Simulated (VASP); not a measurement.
# Nb (P6_3/mmc) in VASP: further runs

The runs below take Nb through single point, with RPBE.

All numbers are computed with VASP 6.6.1; they aren't measurements. Logs are shortened: lines on timing, memory, paths and dates and some standing lists are left out, and cuts for length are marked.

### Step 1. The cell of the first run

The structure is hexagonal, space group P6_3/mmc (No. 194). Conventional cell: a = 2.884 Å, b = 2.884 Å, c = 10.558 Å, α = 90.00°, β = 90.00°, γ = 120.00°. Within 3.8 Å of Nb (site symmetry -3m) lie 12 Nb at 2.88 to 3.12 Å. Nb (site symmetry -6m2) has 12 Nb at 2.88 to 3.12 Å within 3.8 Å.

This isn't the form of Nb at room conditions, which is bcc.

### Step 2. Single point, RPBE

INCAR

```
ALGO = Normal
EDIFF = 1E-6
ENCUT = 520
GGA = RP
ISIF = 2
ISMEAR = -1
LASPH = True
LCHARG = False
LREAL = False
LWAVE = False
NBANDS = 34
NELM = 60
PREC = Accurate
SIGMA = 0.1
```

KPOINTS

```
k-points
0
Gamma
  12 12 4
```

POSCAR

```
Nb
1.0
    2.8844360853      0.0000000000      0.0000000000
   -1.4422180426      2.4979949254      0.0000000000
    0.0000000000      0.0000000000     10.5582599364
Nb
4
Direct
    0.0000000000      1.0000000000      1.0000000000
    0.0000000000      1.0000000000      0.5000000000
    0.3333333333      0.6666666667      0.2500000000
    0.6666666667      0.3333333333      0.7500000000
```

Potentials or basis: VASP PAW PBE potentials, release 64 (Nb_sv).

The run is started by

```console
> cat potpaw_PBE.64/Nb_sv/POTCAR > POTCAR
> mpirun -np 1 vasp_std > vasp.out
```

OUTCAR:

```text
EDIFF = 1E-6
   ENCUT = 520
   GGA = RP
   ISIF = 2
   ISMEAR = -1
   LASPH = True
   LREAL = False
   NELM = 60
   PREC = Accurate

 ion  position               nearest neighbor table
   1  0.000  0.000  0.000-
   2  0.000  0.000  0.500-
   3  0.333  0.667  0.250-
   4  0.667  0.333  0.750-

  LATTYP: Found a hexagonal cell.
 ALAT       =     2.8844360853
 C/A-ratio  =     3.6604242993

  Lattice vectors:

 A1 = (   2.8844360853,   0.0000000000,   0.0000000000)
 A2 = (  -1.4422180426,   2.4979949254,   0.0000000000)
 A3 = (   0.0000000000,   0.0000000000,  10.5582599364)

Analysis of symmetry for initial positions (statically):
=====================================================================
 Subroutine PRICEL returns:
 Original cell was already a primitive cell.

 Routine SETGRP: Setting up the symmetry group for a
 hexagonal supercell.

 Subroutine GETGRP returns: Found 24 space group operations
 (whereof 12 operations were pure point group operations)
 out of a pool of 24 trial point group operations.

The static configuration has the point symmetry D_3d.
 The point group associated with its full space group is D_6h.

Analysis of symmetry for dynamics (positions and initial velocities):
=====================================================================
 Subroutine PRICEL returns:
 Original cell was already a primitive cell.

 Routine SETGRP: Setting up the symmetry group for a
 hexagonal supercell.

 Subroutine GETGRP returns: Found 24 space group operations
 (whereof 12 operations were pure point group operations)
 out of a pool of 24 trial point group operations.

The dynamic configuration has the point symmetry D_3d.
 The point group associated with its full space group is D_6h.

 Subroutine INISYM returns: Found 24 space group operations
 (whereof 12 operations are pure point group operations),
 and found     1 'primitive' translations

----------------------------------------------------------------------------------------

                                     Primitive cell

  volume of cell :      76.0755

  direct lattice vectors                    reciprocal lattice vectors
     2.884436085  0.000000000  0.000000000     0.346688216  0.200160535  0.000000000
    -1.442218043  2.497994925  0.000000000     0.000000000  0.400321069  0.000000000
     0.000000000  0.000000000 10.558259936     0.000000000  0.000000000  0.094712576

  length of vectors
     2.884436085  2.884436085 10.558259936     0.400321069  0.400321069  0.094712576

  position of ions in fractional coordinates (direct lattice)
     0.000000000  0.000000000  0.000000000
     0.000000000  0.000000000  0.500000000
     0.333333333  0.666666667  0.250000000
     0.666666667  0.333333333  0.750000000

  ion indices of the primitive-cell ions
   primitive index   ion index
                 1           1
                 2           2
                 3           3
                 4           4

----------------------------------------------------------------------------------------

 KPOINTS: k-points

Automatic generation of k-mesh.
 Grid dimensions read from file:
 generate k-points for:   12   12    4

 Generating k-lattice:

  Cartesian coordinates                     Fractional coordinates (reciprocal lattice)
     0.028890685  0.016680045  0.000000000     0.083333333  0.000000000  0.000000000
     0.000000000  0.033360089  0.000000000     0.000000000  0.083333333  0.000000000
     0.000000000  0.000000000  0.023678144     0.000000000  0.000000000  0.250000000

  Length of vectors
     0.033360089  0.033360089  0.023678144

  Shift w.r.t. Gamma in fractional coordinates (k-lattice)
     0.000000000  0.000000000  0.000000000

 Subroutine IBZKPT returns following result:
 ===========================================

 Found     57 irreducible k-points:

 Following reciprocal coordinates:
            Coordinates               Weight
  0.000000  0.000000  0.000000      1.000000
  0.083333  0.000000  0.000000      6.000000
  0.166667  0.000000  0.000000      6.000000
  0.250000  0.000000  0.000000      6.000000
  0.333333 -0.000000  0.000000      6.000000
  0.416667  0.000000  0.000000      6.000000
[... 16 lines left out ...]
  0.250000  0.000000  0.250000     12.000000
  0.333333 -0.000000  0.250000     12.000000
 [... further k-points ...]
   k-points           NKPTS =     57   k-points in BZ     NKDIM =     57   number of bands    NBANDS=     34
   number of dos      NEDOS =    301   number of ions     NIONS =      4
   total plane-waves  NPLWV =  46080
   dimension x,y,z NGX =    24 NGY =   24 NGZ =   80
   dimension x,y,z NGXF=    48 NGYF=   48 NGZF=  160
   ions per type =               4
   NGX,Y,Z   is equivalent  to a cutoff of  13.83, 13.83, 12.60 a.u.
   NGXF,Y,Z  is equivalent  to a cutoff of  27.67, 27.67, 25.19 a.u.
 SYSTEM =  unknown system
   PREC   = accura    normal or accurate (medium, high low for compatibility)
   ISTART =      0    job   : 0-new  1-cont  2-samecut
   ICHARG =      2    charge: 1-file 2-atom 10-const
   ISPIN  =      1    spin polarized calculation?
   LNONCOLLINEAR =      F non collinear calculations
   LSORBIT =      F    spin-orbit coupling
   LASPH  =      T    aspherical Exc in radial PAW
   ENCUT  =  520.0 eV  38.22 Ry    6.18 a.u.   5.36  5.36 19.63*2*pi/ulx,y,z
   NELM   =     60;   NELMIN=  2; NELMDL= -5     # of ELM steps
   EDIFF  = 0.1E-05   stopping-criterion for ELM
   LREAL  =      F    real-space projection
[... 7 lines left out ...]
   TEBEG  =    0.0;   TEEND  =   0.0 temperature during run
   PSTRESS=    0.0 pullay stress
   NELECT =      52.0000    total number of electrons
   NUPDOWN=      -1.0000    fix difference up-down
   EMIN   =  10.00;   EMAX   =-10.00  energy-range for DOS
   EFERMI =   0.00;   METHOD = LEGACY
   ISMEAR =    -1;   SIGMA  =   0.10  broadening in eV -4-tet -1-fermi 0-gaus
   EFERMI_NEDOS =   21; number of points for ismear=-14 and -15
   IALGO  =     38    algorithm
   IMIX   =      4    mixing-type and parameters
     AMIX     =   0.40;   BMIX     =  1.00
     AMIX_MAG =   1.60;   BMIX_MAG =  1.00
  volume/ion in A,a.u.               =      19.02       128.35
  Fermi-wavevector in a.u.,A,eV,Ry     =   1.442097  2.725167 28.295253  2.079642
  Thomas-Fermi vector in A             =   2.560655
   LORBIT       =      0    0 simple, 1 ext, 2 COOP (PROOUT), +10 PAW based schemes
   GGA     = RP    functional components
   LHFCALC =     F    Hartree Fock is set to
   AEXX    =    0.0000 exact exchange contribution
   IVDW    =     0    specifies the selected vdW correction
   LEPSILON=     F    determine dielectric tensor
   LRPA    =     F    only Hartree local field effects (RPA)
 non-spin polarized calculation
  energy-cutoff  :      520.00
  volume of cell :       76.08
 maximum number of plane-waves:      2091
 NGX is ok and might be reduce to    24
   NGX = 11   NGY = 11   NGZ = 39

 number of electron      52.0000005 magnetization

 Free energy of the ion-electron system (eV)
  ---------------------------------------------------
  ext. energy  EPLUGINS =         0.00000000
  ---------------------------------------------------
  free energy    TOTEN  =       -37.77459204 eV

  energy without entropy =      -37.59412948  energy(sigma->0) =      -37.68436076

 E-fermi :  10.8468     XC(G=0): -12.1376

 val. band max:       10.8388449340   @ k =   0.4167   0.1667   0.0000
 cond. band min:      10.8670457013   @ k =   0.0833   0.0000   0.0000
 fundamental gap:      0.0282007672
 Fermi energy:        10.8468443730

 k-point     1 :       0.0000    0.0000    0.0000
  band No.  band energies     occupation
      1     -43.9395      2.00000
      2     -43.8973      2.00000
      3     -43.8659      2.00000
      4     -43.8229      2.00000
      5     -20.3805      2.00000
      6     -19.9776      2.00000
[... 26 lines left out ...]
     33      13.5496      0.00000
     34      13.5623      0.00000

 k-point     2 :       0.0833    0.0000    0.0000
  band No.  band energies     occupation
      1     -43.9255      2.00000
      2     -43.8849      2.00000
      3     -43.8535      2.00000
      4     -43.8121      2.00000
      5     -20.3553      2.00000
      6     -19.9697      2.00000
[... 26 lines left out ...]
     33      13.1534      0.00000
     34      13.3283      0.00000

 k-point     3 :       0.1667    0.0000    0.0000
  band No.  band energies     occupation
      1     -43.8869      2.00000
      2     -43.8508      2.00000
      3     -43.8194      2.00000
      4     -43.7828      2.00000
      5     -20.2841      2.00000
      6     -19.9587      2.00000
[... 26 lines left out ...]
     33      12.3750      0.00000
     34      12.9023      0.00000

 k-point     4 :       0.2500    0.0000    0.0000
  band No.  band energies     occupation
      1     -43.8328      2.00000
      2     -43.8039      2.00000
      3     -43.7724      2.00000
      4     -43.7431      2.00000
      5     -20.1821      2.00000
      6     -20.0312      2.00000
[... 26 lines left out ...]
     33      13.2894      0.00000
     34      13.3519      0.00000

 k-point     5 :       0.3333   -0.0000    0.0000
  band No.  band energies     occupation
      1     -43.7767      2.00000
      2     -43.7565      2.00000
      3     -43.7249      2.00000
      4     -43.7046      2.00000
      5     -20.2724      2.00000
      6     -20.2715      2.00000
[... 621 lines left out ...]
 k-point    22 :       0.1667    0.0000    0.2500
  band No.  band energies     occupation
      1     -43.8833      2.00000
      2     -43.8597      2.00000
      3     -43.8104      2.00000
      4     -43.7864      2.00000
      5     -20.2590      2.00000
      6     -20.0785      2.00000
[... 26 lines left out ...]
     33      12.5631      0.00000
     34      13.0619      0.00000

 k-point    23 :       0.2500    0.0000    0.2500
  band No.  band energies     occupation
      1     -43.8299      2.00000
      2     -43.8106      2.00000
      3     -43.7656      2.00000
      4     -43.7461      2.00000
      5     -20.1695      2.00000
      6     -20.0827      2.00000
[... 26 lines left out ...]
     33      13.2321      0.00000
     34      13.4517      0.00000

 k-point    24 :       0.3333   -0.0000    0.2500
  band No.  band energies     occupation
      1     -43.7745      2.00000
      2     -43.7608      2.00000
      3     -43.7206      2.00000
      4     -43.7068      2.00000
      5     -20.2766      2.00000
      6     -20.2555      2.00000
[... 26 lines left out ...]
     33      13.9214      0.00000
     34      14.4279      0.00000

 [... further k-points ...]

------------------------ aborting loop because EDIFF is reached ----------------------------------------

  FORCE on cell =-STRESS in cart. coord.  units (eV):
  Direction    XX          YY          ZZ          XY          YZ          ZX
  --------------------------------------------------------------------------------------
  -------------------------------------------------------------------------------------
  Total       -0.1487903     -0.1487903     -0.1545294     -0.0000000      0.0000000      0.0000000
  in kB       -3.1335779     -3.1335779     -3.2544445     -0.0000000      0.0000000      0.0000000
  external PRESSURE =      -3.1738668 kB  Pullay stress =       0.0000000 kB

 VOLUME and BASIS-vectors are now :
 -----------------------------------------------------------------------------
  energy-cutoff  :      520.00
  volume of cell :       76.08
      direct lattice vectors                 reciprocal lattice vectors
     2.884436085  0.000000000  0.000000000     0.346688216  0.200160535  0.000000000
    -1.442218043  2.497994925  0.000000000     0.000000000  0.400321069  0.000000000
     0.000000000  0.000000000 10.558259936     0.000000000  0.000000000  0.094712576

 POSITION                                       TOTAL-FORCE (eV/Angst)
 -----------------------------------------------------------------------------------
      0.00000      0.00000      0.00000         0.000000      0.000000      0.000000
      0.00000      0.00000      5.27913         0.000000      0.000000      0.000000
     -0.00000      1.66533      2.63956        -0.000000      0.000000      0.000000
      1.44222      0.83266      7.91869        -0.000000      0.000000     -0.000000
 -----------------------------------------------------------------------------------
    total drift:                               -0.000000      0.000000     -0.000000

  FREE ENERGIE OF THE ION-ELECTRON SYSTEM (eV)
  ---------------------------------------------------
  free  energy   TOTEN  =       -37.7745920414 eV

  energy  without entropy=      -37.5941294823  energy(sigma->0) =      -37.68436076
```

Wall time 62 s (1 thread of Intel Xeon 6975P-C (Granite Rapids), shared host); peak memory 0.27 GiB.

Results:

| Item | Value |
| --- | --- |
| Free energy | -37.7746 eV |
| Pressure | -0.3 GPa |
| Band gap on the k mesh | zero (bands 26 and 27 overlap by 1.38 eV) |

Caveat: the PAW data sets were made with another functional, which shifts forces and pressure a little.

### Step 3. Single point, RPBE (16.74 Å³/atom)

This run uses another cell than the first one, of 16.74 Å³/atom.

INCAR

```
SYSTEM = Nb
PREC = Accurate
ENCUT = 520
EDIFF = 1E-6
ISMEAR = -1
SIGMA = 0.1
LREAL = .False.
LASPH = .True.
NELM = 60
ALGO = Normal
ISIF = 2
LWAVE = .False.
LCHARG = .False.
GGA = RP
NBANDS = 34
```

KPOINTS

```
Automatic mesh
0
Gamma
  14 14 4
  0 0 0
```

POSCAR

```
Nb
1.0
    2.7641088671      0.0000000000      0.0000000000
   -1.3820544335      2.3937884977      0.0000000000
    0.0000000000      0.0000000000     10.1178112631
Nb
4
Direct
    0.0000000000      1.0000000000      1.0000000000
    0.0000000000      1.0000000000      0.5000000000
    0.3333333333      0.6666666667      0.2500000000
    0.6666666667      0.3333333333      0.7500000000
```

Potentials or basis: VASP PAW PBE potentials, release 64 (Nb_sv).

The run is started by

```console
> cat potpaw_PBE.64/Nb_sv/POTCAR > POTCAR
> mpirun -np 1 vasp_std > vasp.out
```

Wall time 78 s (1 thread of Intel Xeon 6975P-C (Granite Rapids), shared host); peak memory 0.27 GiB.

The run converged. Its results:

| Property | Result |
| --- | --- |
| Free energy | -37.1450 eV |
| Pressure | 24.6 GPa |
| Band gap on the k mesh | zero (bands 26 and 27 overlap by 1.80 eV) |

Stress tensor (GPa, compression positive):
```
25.19  0.00  0.00
 0.00 25.19  0.00
 0.00  0.00 23.34
```

Levels at points of the mesh, in eV from the Fermi level:
| k point | band 24 | band 25 | band 26 | band 27 | band 28 | band 29 |
| --- | --- | --- | --- | --- | --- | --- |
| (0.00, 0.00, 0.00) | 0.20 | 0.20 | 0.33 | 0.33 | 0.55 | 0.55 |
| (0.50, 0.00, 0.00) | -1.48 | 0.16 | 0.47 | 0.75 | 2.44 | 2.46 |
| (0.00, 0.00, 0.50) | -0.21 | 0.29 | 0.29 | 0.29 | 0.29 | 0.59 |
| (0.50, 0.00, 0.50) | -1.65 | 1.20 | 1.20 | 1.22 | 1.22 | 1.79 |

Caveat: the cell stands under pressure; the PAW data sets were made with another functional, which shifts forces and pressure a little.
